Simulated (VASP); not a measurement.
# La (P6_3/mmc) in VASP: relaxation of cell and atoms with PBE

Aim: the relaxation of cell and atoms of La with PBE.

All numbers are computed with VASP 6.6.1; they aren't measurements. Logs are shortened: lines on timing, memory, paths and dates and some standing lists are left out, and cuts for length are marked.

**1. The cell of the first run**

Symmetry: P6_3/mmc, No. 194, hexagonal system. Conventional cell: a = 3.770 Å, b = 3.770 Å, c = 12.130 Å, α = 90.00°, β = 90.00°, γ = 120.00°. La (site symmetry -3m) has 12 La at 3.73 to 3.77 Å within 4.9 Å. Within 4.9 Å of La (site symmetry -6m2) lie 12 La at 3.73 to 3.77 Å.

**2. Relaxation of cell and atoms, PBE**

Input file INCAR:

```
SYSTEM = La
PREC = Accurate
ENCUT = 600
EDIFF = 1E-6
ISMEAR = 0
SIGMA = 0.05
LREAL = .False.
LASPH = .True.
NELM = 100
ALGO = Normal
ISIF = 3
LWAVE = .False.
LCHARG = .False.
GGA = PE
IBRION = 2
NSW = 80
EDIFFG = -0.03
```

Input file KPOINTS:

```
Automatic mesh
0
Gamma
  6 6 2
  0 0 0
```

Input file POSCAR:

```
La
1.0
    3.7700000000      0.0000000000      0.0000000000
   -1.8850000000      3.2649157723      0.0000000000
    0.0000000000      0.0000000000     12.1300000000
La
4
Direct
    0.0000000000      0.0000000000      0.0000000000
    0.0000000000      0.0000000000      0.5000000000
    0.3333333333      0.6666666667      0.2500000000
    0.6666666667      0.3333333333      0.7500000000
```

Potentials or basis: VASP PAW PBE potentials, release 64 (La).

On the command line:

```
$ cat potpaw_PBE.64/La/POTCAR > POTCAR
$ mpirun -np 1 vasp_std > vasp.out
```

OUTCAR:

```text
SYSTEM = La
   PREC = Accurate
   ENCUT = 600
   EDIFF = 1E-6
   ISMEAR = 0
   LREAL = .False.
   LASPH = .True.
   NELM = 100
   ISIF = 3
   GGA = PE
   IBRION = 2
   NSW = 80
   EDIFFG = -0.03

 ion  position               nearest neighbor table
   1  0.000  0.000  0.000-
   2  0.000  0.000  0.500-
   3  0.333  0.667  0.250-
   4  0.667  0.333  0.750-

  LATTYP: Found a hexagonal cell.
 ALAT       =     3.7700000000
 C/A-ratio  =     3.2175066313

  Lattice vectors:

 A1 = (   3.7700000000,   0.0000000000,   0.0000000000)
 A2 = (  -1.8850000000,   3.2649157723,   0.0000000000)
 A3 = (   0.0000000000,   0.0000000000,  12.1300000000)

Analysis of symmetry for initial positions (statically):
=====================================================================
 Subroutine PRICEL returns:
 Original cell was already a primitive cell.

 Routine SETGRP: Setting up the symmetry group for a
 hexagonal supercell.

 Subroutine GETGRP returns: Found 24 space group operations
 (whereof 12 operations were pure point group operations)
 out of a pool of 24 trial point group operations.

The static configuration has the point symmetry D_3d.
 The point group associated with its full space group is D_6h.

Analysis of symmetry for dynamics (positions and initial velocities):
=====================================================================
 Subroutine PRICEL returns:
 Original cell was already a primitive cell.

 Routine SETGRP: Setting up the symmetry group for a
 hexagonal supercell.

 Subroutine GETGRP returns: Found 24 space group operations
 (whereof 12 operations were pure point group operations)
 out of a pool of 24 trial point group operations.

The dynamic configuration has the point symmetry D_3d.
 The point group associated with its full space group is D_6h.

 Subroutine INISYM returns: Found 24 space group operations
 (whereof 12 operations are pure point group operations),
 and found     1 'primitive' translations

[... 144 lines left out ...]
  Total        0.1535604      0.1535604      0.0060823      0.0000000     -0.0000000      0.0000000
  in kB        1.6478425      1.6478425      0.0652681      0.0000000     -0.0000000      0.0000000
  external PRESSURE =       1.1203177 kB  Pullay stress =       0.0000000 kB

 VOLUME and BASIS-vectors are now :
 -----------------------------------------------------------------------------
  energy-cutoff  :      600.00
  volume of cell :      149.30
      direct lattice vectors                 reciprocal lattice vectors
     3.770000000  0.000000000  0.000000000     0.265251989  0.153143307  0.000000000
    -1.885000000  3.264915772  0.000000000     0.000000000  0.306286615  0.000000000
     0.000000000  0.000000000 12.130000000     0.000000000  0.000000000  0.082440231

 POSITION                                       TOTAL-FORCE (eV/Angst)
 -----------------------------------------------------------------------------------
      0.00000      0.00000      0.00000        -0.000000      0.000000      0.000000
      0.00000      0.00000      6.06500        -0.000000      0.000000      0.000000
     -0.00000      2.17661      3.03250         0.000000     -0.000000     -0.000000
      1.88500      1.08831      9.09750        -0.000000      0.000000      0.000000
 -----------------------------------------------------------------------------------
    total drift:                               -0.000000      0.000000     -0.000000

  FREE ENERGIE OF THE ION-ELECTRON SYSTEM (eV)
  ---------------------------------------------------
  free  energy   TOTEN  =       -19.5779611405 eV

  energy  without entropy=      -19.5717730954  energy(sigma->0) =      -19.57486712

--------------------------------------- Ionic step        2  -------------------------------------------

 number of electron      43.9999998 magnetization

 Free energy of the ion-electron system (eV)
  ---------------------------------------------------
  ext. energy  EPLUGINS =         0.00000000
  ---------------------------------------------------
  free energy    TOTEN  =       -19.57829393 eV

  energy without entropy =      -19.57247844  energy(sigma->0) =      -19.57538619

 E-fermi :   7.8302     XC(G=0):  -9.5255

 val. band max:        7.7829494868   @ k =   0.3333   0.3333   0.0000
 cond. band min:       7.8504163345   @ k =   0.1667   0.1667   0.0000
 fundamental gap:      0.0674668478
 Fermi energy:         7.8302318246

 k-point     1 :       0.0000    0.0000    0.0000
  band No.  band energies     occupation
      1     -25.1062      2.00000
      2     -25.0183      2.00000
      3     -24.9946      2.00000
      4     -24.9035      2.00000
      5      -9.4898      2.00000
      6      -8.8475      2.00000
[... 395 lines left out ...]
     25       8.6525      0.00000
     26       8.6586      0.00000

------------------------ aborting loop because EDIFF is reached ----------------------------------------

  FORCE on cell =-STRESS in cart. coord.  units (eV):
  Direction    XX          YY          ZZ          XY          YZ          ZX
  --------------------------------------------------------------------------------------
  -------------------------------------------------------------------------------------
  Total        0.0148020      0.0148020     -0.0343858      0.0000000      0.0000000      0.0000000
  in kB        0.1582406      0.1582406     -0.3676010      0.0000000      0.0000000      0.0000000
  external PRESSURE =      -0.0170399 kB  Pullay stress =       0.0000000 kB

 VOLUME and BASIS-vectors are now :
 -----------------------------------------------------------------------------
  energy-cutoff  :      600.00
  volume of cell :      149.87
      direct lattice vectors                 reciprocal lattice vectors
     3.776982192  0.000000000  0.000000000     0.264761640  0.152860204  0.000000000
    -1.888491096  3.270962528 -0.000000000    -0.000000000  0.305720408  0.000000000
    -0.000000000 -0.000000000 12.130889809    -0.000000000  0.000000000  0.082434184

 POSITION                                       TOTAL-FORCE (eV/Angst)
 -----------------------------------------------------------------------------------
      3.77698      0.00000      0.00000         0.000000     -0.000000      0.000000
      3.77698      0.00000      6.06544         0.000000     -0.000000      0.000000
     -0.00000      2.18064      3.03272        -0.000000      0.000000      0.000000
      1.88849      1.09032      9.09817        -0.000000     -0.000000     -0.000000
 -----------------------------------------------------------------------------------
    total drift:                               -0.000000      0.000000      0.000000

  FREE ENERGIE OF THE ION-ELECTRON SYSTEM (eV)
  ---------------------------------------------------
  free  energy   TOTEN  =       -19.5782939279 eV

  energy  without entropy=      -19.5724784436  energy(sigma->0) =      -19.57538619

 reached required accuracy - stopping structural energy minimisation
```

OSZICAR:

```text
N       E                     dE             d eps       ncg     rms          rms(c)
DAV:   1     0.580432658592E+03    0.58043E+03   -0.16271E+04   728   0.254E+03
DAV:   2     0.120537200619E+03   -0.45990E+03   -0.45423E+03  1144   0.452E+02
DAV:   3    -0.188901087201E+01   -0.12243E+03   -0.12135E+03  1322   0.277E+02
[... 16 lines left out ...]
DAV:   4    -0.195782990278E+02    0.59346E-05   -0.48605E-04  1296   0.217E-01    0.159E-02
DAV:   5    -0.195783026693E+02   -0.36416E-05   -0.67227E-05  1352   0.619E-02    0.148E-02
DAV:   6    -0.195782966935E+02    0.59758E-05   -0.17169E-05  1000   0.420E-02    0.538E-03
DAV:   7    -0.195782937668E+02    0.29267E-05   -0.46688E-06   824   0.279E-02    0.794E-04
DAV:   8    -0.195782939279E+02   -0.16111E-06   -0.71899E-07   514   0.198E-02
   2 F= -.19578294E+02 E0= -.19575386E+02  d E =-.332787E-03
```

CONTCAR:

```text
La
   1.00000000000000
     3.7769821922987248    0.0000000000000000    0.0000000000000000
    -1.8884910961493624    3.2709625282049855   -0.0000000000000000
    -0.0000000000000000   -0.0000000000000000   12.1308898090579245
  La
     4
Direct
     1.0000000000000000    0.0000000000000000    0.0000000000000000
     1.0000000000000000    0.0000000000000000    0.5000000000000000
     0.3333333332999970    0.6666666667000030    0.2500000000000000
     0.6666666667000030    0.3333333332999970    0.7500000000000000

  0.00000000E+00  0.00000000E+00  0.00000000E+00
  0.00000000E+00  0.00000000E+00  0.00000000E+00
  0.00000000E+00  0.00000000E+00  0.00000000E+00
  0.00000000E+00  0.00000000E+00  0.00000000E+00
```

Run time: 2.9 min. Hardware: 1 thread of Intel Xeon Platinum 8259CL at 2.50GHz (Skylake/Cascade Lake), shared host; peak memory 0.31 GiB.

Results:

- Free energy: -19.5783 eV
- Relaxed volume: 37.47 Å³/atom
- Relaxed cell: a = 3.777 Å, b = 3.777 Å, c = 12.131 Å, α = 90.00°, β = 90.00°, γ = 120.00°
- Space group after relaxing (to 0.1 Å): P6_3/mmc (No. 194)
- Energy gained by relaxing: 0.1 meV/atom
- Ionic steps: 2
- Pressure after relaxing: 0.0 GPa
- Band gap on the k mesh: zero (bands 22 and 23 overlap by 1.00 eV)

The path:
```tsv
step	energy change (eV)	largest force (eV/Å)	pressure (GPa)	volume (Å³)
1	0.0000	0.0000	0.11	149.30
2	-0.0003	0.0000	0.00	149.87
```

Final structure:
```
La
1.0
     3.77698    0.00000    0.00000
    -1.88849    3.27096    0.00000
     0.00000    0.00000   12.13089
La
4
Direct
  0.00000 0.00000 0.00000
  0.00000 0.00000 0.50000
  0.33333 0.66667 0.25000
  0.66667 0.33333 0.75000
```

Caveat: spin-orbit coupling is left out, which moves the levels of the heavy elements.
